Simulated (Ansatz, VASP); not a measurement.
V in VASP and in Ansatz

```
V
1.0
     0.00000    1.89225    1.89225
     1.89225    0.00000    1.89225
     1.89225    1.89225    0.00000
V
1
Direct
  0.00000 0.00000 0.00000
```

Change from the starting cell: volume scaled by 0.975.

Alike in both runs: task single point; functional PBE; k mesh 19 × 19 × 19; occupations fermi-dirac, width 0.05 eV; collinear spin.

```csv
,VASP,Ansatz
version,VASP 6.6.1,Ansatz 0.2.0
potentials or method,"VASP PAW PBE potentials, release 64 (V_sv), cutoff 520 eV","all-electron LAPW, scalar-relativistic"
```

|  | VASP | Ansatz | Ansatz less VASP |
| --- | --- | --- | --- |
| pressure (GPa) | 4.9 | 4.7 | -0.24 |
| net moment per atom (μB) | 0.00 | 0.00 | -0.001 |

Ansatz ran all-electron here, and VASP with PAW potentials. Ansatz's warnings: seeded moment not kept.
